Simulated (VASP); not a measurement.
# Na (P6_3/mmc) in VASP: a series of runs

The runs below take Na through single point, with PBEsol.

Program: VASP 6.6.1. These are calculated values, not measurements. Logs are shortened: lines on timing, memory, paths and dates and some standing lists are left out, and cuts for length are marked.

**1. The cell of the first run**

It takes space group P6_3/mmc (No. 194, hexagonal). The conventional cell has a = 3.700 Å, b = 3.700 Å, c = 12.036 Å, α = 90.00°, β = 90.00°, γ = 120.00°. Within 4.8 Å of Na (site symmetry -6m2) lie 12 Na at 3.69 to 3.70 Å. Within 4.8 Å of Na (site symmetry -3m) lie 12 Na at 3.69 to 3.70 Å.

**2. Single point, PBEsol**

File INCAR:

```
PREC = Accurate
ENCUT = 520
EDIFF = 1E-6
ISMEAR = -1
SIGMA = 0.05
LREAL = F
LASPH = T
NELM = 60
ALGO = Normal
ISIF = 2
LWAVE = F
LCHARG = T
GGA = PS
LELF = T
LVHAR = T
NBANDS = 22
```

File KPOINTS:

```
regular mesh
0
Gamma
  7 7 2
```

File POSCAR:

```
Na
1.0
    3.7003831212      0.0000000000      0.0000000000
   -1.8501915606      3.2046257867      0.0000000000
    0.0000000000      0.0000000000     12.0358286784
Na
4
Direct
    0.6666666667      0.3333333333      0.7500000000
    0.0000000000      0.0000000000      0.5000000000
    0.3333333333      0.6666666667      0.2500000000
    0.0000000000      0.0000000000      0.0000000000
```

Potentials or basis: VASP PAW PBE potentials, release 64 (Na_pv).

Launch:

```bash
$ cat potpaw_PBE.64/Na_pv/POTCAR > POTCAR
$ mpirun -np 1 vasp_std > vasp.out
```

OUTCAR:

```text
PREC = Accurate
   ENCUT = 520
   EDIFF = 1E-6
   ISMEAR = -1
   LREAL = F
   LASPH = T
   NELM = 60
   ISIF = 2
   GGA = PS

 ion  position               nearest neighbor table
   1  0.667  0.333  0.750-
   2  0.000  0.000  0.500-
   3  0.333  0.667  0.250-
   4  0.000  0.000  0.000-

  LATTYP: Found a hexagonal cell.
 ALAT       =     3.7003831212
 C/A-ratio  =     3.2525898763

  Lattice vectors:

 A1 = (   3.7003831212,   0.0000000000,   0.0000000000)
 A2 = (  -1.8501915606,   3.2046257867,   0.0000000000)
 A3 = (   0.0000000000,   0.0000000000,  12.0358286784)

Analysis of symmetry for initial positions (statically):
=====================================================================
 Subroutine PRICEL returns:
 Original cell was already a primitive cell.

 Routine SETGRP: Setting up the symmetry group for a
 hexagonal supercell.

 Subroutine GETGRP returns: Found 24 space group operations
 (whereof 12 operations were pure point group operations)
 out of a pool of 24 trial point group operations.

The static configuration has the point symmetry D_3d.
 The point group associated with its full space group is D_6h.

Analysis of symmetry for dynamics (positions and initial velocities):
=====================================================================
 Subroutine PRICEL returns:
 Original cell was already a primitive cell.

 Routine SETGRP: Setting up the symmetry group for a
 hexagonal supercell.

 Subroutine GETGRP returns: Found 24 space group operations
 (whereof 12 operations were pure point group operations)
 out of a pool of 24 trial point group operations.

The dynamic configuration has the point symmetry D_3d.
 The point group associated with its full space group is D_6h.

 Subroutine INISYM returns: Found 24 space group operations
 (whereof 12 operations are pure point group operations),
 and found     1 'primitive' translations

----------------------------------------------------------------------------------------

                                     Primitive cell

  volume of cell :     142.7250

  direct lattice vectors                    reciprocal lattice vectors
     3.700383121  0.000000000  0.000000000     0.270242288  0.156024458  0.000000000
[... 76 lines left out ...]
   LNONCOLLINEAR =      F non collinear calculations
   LSORBIT =      F    spin-orbit coupling
   LASPH  =      T    aspherical Exc in radial PAW
   ENCUT  =  520.0 eV  38.22 Ry    6.18 a.u.   6.88  6.88 22.38*2*pi/ulx,y,z
   NELM   =     60;   NELMIN=  2; NELMDL= -5     # of ELM steps
   EDIFF  = 0.1E-05   stopping-criterion for ELM
   LREAL  =      F    real-space projection
   EDIFFG = 0.1E-04   stopping-criterion for IOM
   NSW    =      0    number of steps for IOM
   IBRION =     -1    ionic relax: 0-MD 1-quasi-New 2-CG
   NFREE  =      0    steps in history (QN), initial steepest desc. (CG)
   ISIF   =      2    stress and relaxation
   ISYM   =      2    0-nonsym 1-usesym 2-fastsym
   POTIM  = 0.5000    time-step for ionic-motion
   TEBEG  =    0.0;   TEEND  =   0.0 temperature during run
   PSTRESS=    0.0 pullay stress
   NELECT =      28.0000    total number of electrons
   NUPDOWN=      -1.0000    fix difference up-down
   EMIN   =  10.00;   EMAX   =-10.00  energy-range for DOS
   EFERMI =   0.00;   METHOD = LEGACY
   ISMEAR =    -1;   SIGMA  =   0.05  broadening in eV -4-tet -1-fermi 0-gaus
   EFERMI_NEDOS =   21; number of points for ismear=-14 and -15
   IALGO  =     38    algorithm
   IMIX   =      4    mixing-type and parameters
     AMIX     =   0.40;   BMIX     =  1.00
     AMIX_MAG =   1.60;   BMIX_MAG =  1.00
  volume/ion in A,a.u.               =      35.68       240.79
  Fermi-wavevector in a.u.,A,eV,Ry     =   0.951249  1.797600 12.311565  0.904874
  Thomas-Fermi vector in A             =   2.079701
   LORBIT       =      0    0 simple, 1 ext, 2 COOP (PROOUT), +10 PAW based schemes
   GGA     = PS    functional components
   LHFCALC =     F    Hartree Fock is set to
   AEXX    =    0.0000 exact exchange contribution
   IVDW    =     0    specifies the selected vdW correction
   LEPSILON=     F    determine dielectric tensor
   LRPA    =     F    only Hartree local field effects (RPA)
 non-spin polarized calculation
  energy-cutoff  :      520.00
  volume of cell :      142.72
 maximum number of plane-waves:      3862
 NGX is ok and might be reduce to    28
   NGX = 13   NGY = 13   NGZ = 45

 number of electron      27.9999993 magnetization

 Free energy of the ion-electron system (eV)
  ---------------------------------------------------
  ext. energy  EPLUGINS =         0.00000000
  ---------------------------------------------------
  free energy    TOTEN  =        -5.62562116 eV

  energy without entropy =       -5.61483031  energy(sigma->0) =       -5.62022574

 E-fermi :   0.3656     XC(G=0):  -6.6024

 val. band max:        0.2956390907   @ k =   0.1429   0.1429   0.5000
 cond. band min:       0.5839403917   @ k =   0.2857   0.0000   0.5000
 fundamental gap:      0.2883013010
 Fermi energy:         0.3655823598

 k-point     1 :       0.0000    0.0000    0.0000
  band No.  band energies     occupation
      1     -24.3762      2.00000
      2     -24.3560      2.00000
      3     -24.3554      2.00000
      4     -24.3414      2.00000
      5     -24.3414      2.00000
      6     -24.3387      2.00000
[... 389 lines left out ...]
     21       4.8050      0.00000
     22       4.8050      0.00000

------------------------ aborting loop because EDIFF is reached ----------------------------------------

  FORCE on cell =-STRESS in cart. coord.  units (eV):
  Direction    XX          YY          ZZ          XY          YZ          ZX
  --------------------------------------------------------------------------------------
  -------------------------------------------------------------------------------------
  Total       -0.0183032     -0.0183032      0.4136424     -0.0000000      0.0000000      0.0000000
  in kB       -0.2054654     -0.2054654      4.6433946     -0.0000000      0.0000000      0.0000000
  external PRESSURE =       1.4108212 kB  Pullay stress =       0.0000000 kB

 VOLUME and BASIS-vectors are now :
 -----------------------------------------------------------------------------
  energy-cutoff  :      520.00
  volume of cell :      142.72
      direct lattice vectors                 reciprocal lattice vectors
     3.700383121  0.000000000  0.000000000     0.270242288  0.156024458  0.000000000
    -1.850191561  3.204625787  0.000000000     0.000000000  0.312048915  0.000000000
     0.000000000  0.000000000 12.035828678     0.000000000  0.000000000  0.083085264

 POSITION                                       TOTAL-FORCE (eV/Angst)
 -----------------------------------------------------------------------------------
      1.85019      1.06821      9.02687        -0.000000      0.000000     -0.000000
      0.00000      0.00000      6.01791         0.000000     -0.000000      0.000000
     -0.00000      2.13642      3.00896         0.000000     -0.000000      0.000000
      0.00000      0.00000      0.00000         0.000000     -0.000000      0.000000
 -----------------------------------------------------------------------------------
    total drift:                                0.000000     -0.000000      0.000000

  FREE ENERGIE OF THE ION-ELECTRON SYSTEM (eV)
  ---------------------------------------------------
  free  energy   TOTEN  =        -5.6256211633 eV

  energy  without entropy=       -5.6148303102  energy(sigma->0) =       -5.62022574
```

OSZICAR:

```text
N       E                     dE             d eps       ncg     rms          rms(c)
DAV:   1     0.233069729692E+03    0.23307E+03   -0.14938E+04   736   0.125E+03
DAV:   2     0.664830289661E+01   -0.22642E+03   -0.22220E+03   710   0.355E+02
DAV:   3    -0.542398435119E+01   -0.12072E+02   -0.11995E+02   872   0.105E+02
DAV:   4    -0.563018990944E+01   -0.20621E+00   -0.20614E+00   794   0.140E+01
DAV:   5    -0.563513143031E+01   -0.49415E-02   -0.49415E-02   830   0.234E+00    0.475E-01
DAV:   6    -0.562813650042E+01    0.69949E-02   -0.10571E-02   844   0.138E+00    0.287E-01
DAV:   7    -0.562579205215E+01    0.23444E-02   -0.82726E-03   836   0.106E+00    0.961E-02
DAV:   8    -0.562562047438E+01    0.17158E-03   -0.72895E-04   812   0.430E-01    0.609E-03
DAV:   9    -0.562562132919E+01   -0.85482E-06   -0.14395E-05   826   0.462E-02    0.259E-03
DAV:  10    -0.562562116330E+01    0.16590E-06   -0.70680E-07   430   0.132E-02
   1 F= -.56256212E+01 E0= -.56202257E+01  d E =-.107909E-01
```

Run time: 30 s. Hardware: 1 thread of Intel Xeon Platinum 8488C (Sapphire Rapids), shared host; peak memory 0.24 GiB.

Results:

| Property | Result |
| --- | --- |
| Free energy | -5.6256 eV |
| Pressure | 0.1 GPa |
| Band gap on the k mesh | zero (band 14 reaches 1.60 eV, above the bottom of band 15 at -1.88 eV) |

Caveat: the PAW data sets were made with another functional, which shifts forces and pressure a little.

**3. Single point, PBEsol**

This run uses another cell than the first one, of 36.42 Å³/atom, 1.021 times its volume.

File INCAR:

```
PREC     = Accurate       # precision mode
ENCUT    = 520            # plane-wave cutoff, eV
EDIFF    = 1E-7           # SCF threshold, eV
ISMEAR   = -1             # smearing method
SIGMA    = 0.05           # smearing width, eV
LREAL    = False          # projectors in reciprocal space
LASPH    = True           # aspherical terms in the spheres
NELM     = 60             # most SCF steps
ALGO     = Normal         # electronic algorithm
ISIF     = 2              # what is computed and relaxed
LWAVE    = False          # write WAVECAR
LCHARG   = False          # write CHGCAR
GGA      = PS             # functional
NBANDS   = 22             # bands
```

File KPOINTS:

```
Automatic mesh
0
Gamma
  7 7 2
```

POSCAR, as its differences from that of step 2:

```diff
@@ -4,3 +4,3 @@
    -1.8501915606      3.2046257867      0.0000000000
-    0.0000000000      0.0000000000     12.0358286784
+    0.0000000000      0.0000000000     12.2865751092
 Na
```

Potentials or basis: VASP PAW PBE potentials, release 64 (Na_pv).

Launch:

```bash
$ cat potpaw_PBE.64/Na_pv/POTCAR > POTCAR
$ mpirun -np 1 vasp_std > vasp.out
```

Wall time 26 s (1 thread of Intel Xeon Platinum 8488C (Sapphire Rapids), shared host); peak memory 0.26 GiB.

The run converged. Its results:

- Free energy: -5.6300 eV
- Pressure: 0.0 GPa
- Band gap on the k mesh: zero (band 14 reaches 1.55 eV, above the bottom of band 15 at -1.94 eV)

Levels at points of the mesh, in eV from the Fermi level:
```csv
k point,band 11,band 12,band 13,band 14,band 15,band 16,band 17,band 18
"(0.00, 0.00, 0.00)",-24.69,-24.69,-3.24,-2.22,-2.22,0.55,0.97,5.47
"(0.00, 0.00, 0.50)",-24.69,-24.69,-2.98,-2.98,-0.97,-0.97,2.92,2.92
```

Caveat: the PAW data sets were made with another functional, which shifts forces and pressure a little.
